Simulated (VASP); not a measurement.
# IrC2N2 (P-43m) in VASP: relaxation of cell and atoms with PBE

Aim: the relaxation of cell and atoms of IrC2N2 with PBE.

Program: VASP 6.6.1. These are calculated values, not measurements. Logs are shortened: lines on timing, memory, paths and dates and some standing lists are left out, and cuts for length are marked.

## (1) The cell of the first run

It takes space group P-43m (No. 215, cubic). Conventional cell: a = 5.883 Å, b = 5.883 Å, c = 5.883 Å, α = 90.00°, β = 90.00°, γ = 90.00°. Ir (site symmetry -43m) has 4 C at 1.92 Å within 2.5 Å. Within 2.7 Å of Ir (site symmetry -43m) lie 4 N at 2.01 Å. Within 1.6 Å of C (site symmetry 3m) lie 1 N at 1.17 Å. Within 1.6 Å of N (site symmetry 3m) lie 1 C at 1.17 Å.

## (2) Relaxation of cell and atoms, PBE, collinear spin

INCAR reads:

```
PREC     = Accurate       # precision mode
ENCUT    = 600            # plane-wave cutoff, eV
EDIFF    = 1E-6           # SCF threshold, eV
ISMEAR   = 0              # smearing method
SIGMA    = 0.1            # smearing width, eV
LREAL    = False          # projectors in reciprocal space
LASPH    = True           # aspherical terms in the spheres
NELM     = 150            # most SCF steps
ALGO     = Normal         # electronic algorithm
ISIF     = 3              # what is computed and relaxed
LWAVE    = False          # write WAVECAR
LCHARG   = False          # write CHGCAR
ISPIN    = 2              # spin polarisation
MAGMOM   = 1 1 0 0 0 0 0 0 0 0 # initial moments
LORBIT   = 11             # projections on sites
LMAXMIX  = 4              # l up to which the mixer works
GGA      = PE             # functional
IBRION   = 2              # ionic algorithm
NSW      = 90             # ionic steps
EDIFFG   = -0.04          # ionic threshold
```

KPOINTS reads:

```
regular mesh
0
Gamma
  4 4 4
```

POSCAR reads:

```
IrC2N2
1.0
    5.8826218900      0.0000000000      0.0000000000
    0.0000000000      5.8826218900      0.0000000000
    0.0000000000      0.0000000000      5.8826218900
Ir C N
2 4 4
Direct
    0.0000000000      0.0000000000      0.0000000000
    0.5000000000      0.5000000000      0.5000000000
    0.1881440800      0.1881440800      0.1881440800
    0.1881440800      0.8118559200      0.8118559200
    0.8118559200      0.1881440800      0.8118559200
    0.8118559200      0.8118559200      0.1881440800
    0.3029738000      0.3029738000      0.3029738000
    0.3029738000      0.6970262000      0.6970262000
    0.6970262000      0.3029738000      0.6970262000
    0.6970262000      0.6970262000      0.3029738000
```

Potentials or basis: VASP PAW PBE potentials, release 64 (Ir, C, N).

The run is started by

```bash
> cat potpaw_PBE.64/Ir/POTCAR potpaw_PBE.64/C/POTCAR potpaw_PBE.64/N/POTCAR > POTCAR
> mpirun -np 1 vasp_std > vasp.out
```

OUTCAR:

```text
PREC = Accurate
   ENCUT = 600
   EDIFF = 1E-6
   ISMEAR = 0
   LREAL = False
   LASPH = True
   NELM = 150
   ISIF = 3
   ISPIN = 2
   LORBIT = 11
   GGA = PE
   IBRION = 2
   NSW = 90
   EDIFFG = -0.04

 ion  position               nearest neighbor table
   1  0.000  0.000  0.000-   3 1.92   4 1.92   5 1.92   6 1.92
   2  0.500  0.500  0.500-   7 2.01   8 2.01   9 2.01  10 2.01
   3  0.188  0.188  0.188-   7 1.17   1 1.92
   4  0.188  0.812  0.812-   8 1.17   1 1.92
   5  0.812  0.188  0.812-   9 1.17   1 1.92
   6  0.812  0.812  0.188-  10 1.17   1 1.92
   7  0.303  0.303  0.303-   3 1.17   2 2.01
   8  0.303  0.697  0.697-   4 1.17   2 2.01
   9  0.697  0.303  0.697-   5 1.17   2 2.01
  10  0.697  0.697  0.303-   6 1.17   2 2.01

  LATTYP: Found a simple cubic cell.
 ALAT       =     5.8826218900

  Lattice vectors:

 A1 = (   5.8826218900,   0.0000000000,   0.0000000000)
 A2 = (   0.0000000000,   5.8826218900,   0.0000000000)
 A3 = (   0.0000000000,   0.0000000000,   5.8826218900)

Analysis of symmetry for initial positions (statically):
=====================================================================
 Subroutine PRICEL returns:
 Original cell was already a primitive cell.

 Routine SETGRP: Setting up the symmetry group for a
 simple cubic supercell.

 Subroutine GETGRP returns: Found 24 space group operations
 (whereof 24 operations were pure point group operations)
 out of a pool of 48 trial point group operations.

The static configuration has the point symmetry T_d .

Analysis of symmetry for dynamics (positions and initial velocities):
=====================================================================
 Subroutine PRICEL returns:
 Original cell was already a primitive cell.

 Routine SETGRP: Setting up the symmetry group for a
 simple cubic supercell.

 Subroutine GETGRP returns: Found 24 space group operations
 (whereof 24 operations were pure point group operations)
 out of a pool of 48 trial point group operations.

The dynamic configuration has the point symmetry T_d .

Analysis of structural, dynamic, and magnetic symmetry:
=====================================================================
 Subroutine PRICEL returns:
 Original cell was already a primitive cell.

 Routine SETGRP: Setting up the symmetry group for a
 simple cubic supercell.

 Subroutine GETGRP returns: Found 24 space group operations
 (whereof 24 operations were pure point group operations)
 out of a pool of 48 trial point group operations.

The overall configuration has the point symmetry T_d .

 Subroutine INISYM returns: Found 24 space group operations
 (whereof 24 operations are pure point group operations),
 and found     1 'primitive' translations

----------------------------------------------------------------------------------------

                                     Primitive cell

  volume of cell :     203.5695

  direct lattice vectors                    reciprocal lattice vectors
     5.882621890  0.000000000  0.000000000     0.169992228  0.000000000  0.000000000
     0.000000000  5.882621890  0.000000000     0.000000000  0.169992228  0.000000000
     0.000000000  0.000000000  5.882621890     0.000000000  0.000000000  0.169992228

  length of vectors
     5.882621890  5.882621890  5.882621890     0.169992228  0.169992228  0.169992228

  position of ions in fractional coordinates (direct lattice)
     0.000000000  0.000000000  0.000000000
     0.500000000  0.500000000  0.500000000
     0.188144080  0.188144080  0.188144080
     0.188144080  0.811855920  0.811855920
     0.811855920  0.188144080  0.811855920
     0.811855920  0.811855920  0.188144080
     0.302973800  0.302973800  0.302973800
     0.302973800  0.697026200  0.697026200
     0.697026200  0.302973800  0.697026200
     0.697026200  0.697026200  0.302973800

  ion indices of the primitive-cell ions
   primitive index   ion index
                 1           1
                 2           2
                 3           3
[... 51 lines left out ...]
   ions per type =               2   4   4
   NGX,Y,Z   is equivalent  to a cutoff of  13.57, 13.57, 13.57 a.u.
   NGXF,Y,Z  is equivalent  to a cutoff of  27.13, 27.13, 27.13 a.u.
 SYSTEM =  unknown system
   PREC   = accura    normal or accurate (medium, high low for compatibility)
   ISTART =      0    job   : 0-new  1-cont  2-samecut
   ICHARG =      2    charge: 1-file 2-atom 10-const
   ISPIN  =      2    spin polarized calculation?
   LNONCOLLINEAR =      F non collinear calculations
   LSORBIT =      F    spin-orbit coupling
   LASPH  =      T    aspherical Exc in radial PAW
   ENCUT  =  600.0 eV  44.10 Ry    6.64 a.u.  11.75 11.75 11.75*2*pi/ulx,y,z
   NELM   =    150;   NELMIN=  2; NELMDL= -5     # of ELM steps
   EDIFF  = 0.1E-05   stopping-criterion for ELM
   LREAL  =      F    real-space projection
   EDIFFG = -.4E-01   stopping-criterion for IOM
   NSW    =     90    number of steps for IOM
   IBRION =      2    ionic relax: 0-MD 1-quasi-New 2-CG
   NFREE  =      1    steps in history (QN), initial steepest desc. (CG)
   ISIF   =      3    stress and relaxation
   ISYM   =      2    0-nonsym 1-usesym 2-fastsym
   POTIM  = 0.5000    time-step for ionic-motion
   TEBEG  =    0.0;   TEEND  =   0.0 temperature during run
   PSTRESS=    0.0 pullay stress
   NELECT =      54.0000    total number of electrons
   NUPDOWN=      -1.0000    fix difference up-down
   EMIN   =  10.00;   EMAX   =-10.00  energy-range for DOS
   EFERMI =   0.00;   METHOD = LEGACY
   ISMEAR =     0;   SIGMA  =   0.10  broadening in eV -4-tet -1-fermi 0-gaus
   EFERMI_NEDOS =   21; number of points for ismear=-14 and -15
   IALGO  =     38    algorithm
   IMIX   =      4    mixing-type and parameters
     AMIX     =   0.40;   BMIX     =  1.00
     AMIX_MAG =   1.60;   BMIX_MAG =  1.00
  volume/ion in A,a.u.               =      20.36       137.38
  Fermi-wavevector in a.u.,A,eV,Ry     =   1.051886  1.987775 15.054345  1.106463
  Thomas-Fermi vector in A             =   2.186946
   LORBIT       =     11    0 simple, 1 ext, 2 COOP (PROOUT), +10 PAW based schemes
   GGA     = PE    functional components
   LHFCALC =     F    Hartree Fock is set to
   AEXX    =    0.0000 exact exchange contribution
   IVDW    =     0    specifies the selected vdW correction
   LEPSILON=     F    determine dielectric tensor
   LRPA    =     F    only Hartree local field effects (RPA)
 conjugate gradient relaxation of ions
 spin polarized calculation
 Gauss-broadening in eV      SIGMA  =   0.10
  energy-cutoff  :      600.00
  volume of cell :      203.57
 maximum number of plane-waves:      6859
 NGX is ok and might be reduce to    48
   NGX = 23   NGY = 23   NGZ = 23

--------------------------------------- Ionic step        1  -------------------------------------------

 number of electron      53.9999997 magnetization       0.0272741

 number of electron      53.9999997 magnetization      -0.0006117

 Free energy of the ion-electron system (eV)
  ---------------------------------------------------
  ext. energy  EPLUGINS =         0.00000000
  ---------------------------------------------------
  free energy    TOTEN  =       -79.66826620 eV

  energy without entropy =      -79.62767326  energy(sigma->0) =      -79.64796973

------------------------ aborting loop because EDIFF is reached ----------------------------------------

  FORCE on cell =-STRESS in cart. coord.  units (eV):
  Direction    XX          YY          ZZ          XY          YZ          ZX
  --------------------------------------------------------------------------------------
  -------------------------------------------------------------------------------------
  Total        1.8801367      1.8801367      1.8801367      0.0000000      0.0000000      0.0000000
  in kB       14.7974609     14.7974609     14.7974609      0.0000000      0.0000000      0.0000000
  external PRESSURE =      14.7974609 kB  Pullay stress =       0.0000000 kB
[... 115 lines left out ...]
  FREE ENERGIE OF THE ION-ELECTRON SYSTEM (eV)
  ---------------------------------------------------
  free  energy   TOTEN  =       -79.8658166957 eV

  energy  without entropy=      -79.8294789410  energy(sigma->0) =      -79.84764782

 E-fermi :  -0.1491     XC(G=0):  -7.5883

 val. band max:       -0.1944359978   @ k =   0.5000   0.5000   0.2500
 cond. band min:      -0.0563173110   @ k =   0.2500   0.2500   0.2500
 fundamental gap:      0.1381186869
 Fermi energy:        -0.1491332682

 spin component 1

 k-point     1 :       0.0000    0.0000    0.0000
  band No.  band energies     occupation
      1     -18.3387      1.00000
      2     -18.1842      1.00000
      3     -18.1842      1.00000
      4     -18.1842      1.00000
      5      -9.9300      1.00000
      6      -9.0505      1.00000
[... 732 lines left out ...]
     33       3.9702      0.00000
     34       5.1245      0.00000

[... ionic steps 4 to 9 ...]

--------------------------------------- Ionic step       10  -------------------------------------------

 number of electron      54.0000006 magnetization       0.0014543

------------------------ aborting loop because EDIFF is reached ----------------------------------------
[... 83 lines left out ...]
--------------------------------------- Ionic step       12  -------------------------------------------

 number of electron      54.0000005 magnetization       0.0005103

 Free energy of the ion-electron system (eV)
  ---------------------------------------------------
  ext. energy  EPLUGINS =         0.00000000
  ---------------------------------------------------
  free energy    TOTEN  =       -80.02640698 eV

  energy without entropy =      -79.98756212  energy(sigma->0) =      -80.00698455

 E-fermi :   0.1024     XC(G=0):  -7.7157

 val. band max:        0.0620602844   @ k =   0.5000   0.2500   0.0000
 cond. band min:       0.1837539381   @ k =   0.2500   0.2500   0.2500
 fundamental gap:      0.1216936537
 Fermi energy:         0.1023712723

 spin component 1

 k-point     1 :       0.0000    0.0000    0.0000
  band No.  band energies     occupation
      1     -18.2866      1.00000
      2     -18.1046      1.00000
      3     -18.1046      1.00000
      4     -18.1046      1.00000
      5      -9.9628      1.00000
      6      -9.1597      1.00000
[... 769 lines left out ...]
  FREE ENERGIE OF THE ION-ELECTRON SYSTEM (eV)
  ---------------------------------------------------
  free  energy   TOTEN  =       -80.0264069763 eV

  energy  without entropy=      -79.9875621169  energy(sigma->0) =      -80.00698455

 reached required accuracy - stopping structural energy minimisation

 total charge

# of ion       s       p       d       tot
------------------------------------------
    1        0.765   1.024   7.075   8.865
    2        0.631   0.872   6.933   8.437
    3        0.931   1.606   0.000   2.537
    4        0.931   1.606   0.000   2.537
    5        0.931   1.606   0.000   2.537
    6        0.931   1.606   0.000   2.537
    7        1.275   2.579   0.000   3.854
    8        1.275   2.579   0.000   3.854
    9        1.275   2.579   0.000   3.854
   10        1.275   2.579   0.000   3.854
--------------------------------------------------
tot         10.220  18.637  14.008  42.865

 magnetization (x)

# of ion       s       p       d       tot
------------------------------------------
    1       -0.000  -0.000  -0.000  -0.000
    2        0.000   0.000   0.001   0.001
    3       -0.000   0.000   0.000   0.000
    4       -0.000   0.000   0.000   0.000
    5       -0.000   0.000   0.000   0.000
    6       -0.000   0.000   0.000   0.000
    7        0.000  -0.000   0.000  -0.000
    8        0.000  -0.000   0.000  -0.000
    9        0.000  -0.000   0.000  -0.000
   10        0.000  -0.000   0.000  -0.000
--------------------------------------------------
tot          0.000   0.000   0.000   0.001
```

It took 41 min on 1 thread of Oxide Virtual Turin-like, shared host; peak memory 0.47 GiB.

What came out:

```
Free energy                                           : -80.0264 eV
Relaxed volume                                        : 19.80 Å³/atom
Relaxed cell                                          : a = 5.829 Å, b = 5.829 Å, c = 5.829 Å, α = 90.00°, β = 90.00°, γ = 90.00°
Space group after relaxing (to 0.1 Å)                 : P-43m (No. 215)
Pressure after relaxing                               : 0.0 GPa
Largest force after relaxing                          : 0.020 eV/Å
Band gap on the k mesh                                : zero (filled and empty bands overlap)
Net moment                                            : 0.00 μB per cell
Valence electrons inside the program's atomic spheres : Ir 8.87, 8.44; C 2.54; N 3.85
```

Forces on the atoms (eV/Å):
```
Ir   0.000  0.000  0.000
Ir   0.000  0.000  0.000
C    0.012  0.012  0.012
C    0.012 -0.012 -0.012
C   -0.012  0.012 -0.012
C   -0.012 -0.012  0.012
N    0.007  0.007  0.007
N    0.007 -0.007 -0.007
N   -0.007  0.007 -0.007
N   -0.007 -0.007  0.007
```

Final structure:
```yaml
crystal:
  lattice:
    - [5.82866, 0.00000, 0.00000]
    - [0.00000, 5.82866, 0.00000]
    - [0.00000, 0.00000, 5.82866]
  atoms:
    - { symbol: Ir, position: [0.00000, 0.00000, 0.00000] }
    - { symbol: Ir, position: [0.50000, 0.50000, 0.50000] }
    - { symbol: C, position: [0.19003, 0.19003, 0.19003] }
    - { symbol: C, position: [0.19003, 0.80997, 0.80997] }
    - { symbol: C, position: [0.80997, 0.19003, 0.80997] }
    - { symbol: C, position: [0.80997, 0.80997, 0.19003] }
    - { symbol: N, position: [0.30905, 0.30905, 0.30905] }
    - { symbol: N, position: [0.30905, 0.69095, 0.69095] }
    - { symbol: N, position: [0.69095, 0.30905, 0.69095] }
    - { symbol: N, position: [0.69095, 0.69095, 0.30905] }
```

Caveat: spin-orbit coupling is left out, which moves the levels of the heavy elements.

The gap in the log of VASP goes by the Fermi energy; the results here count the filled bands.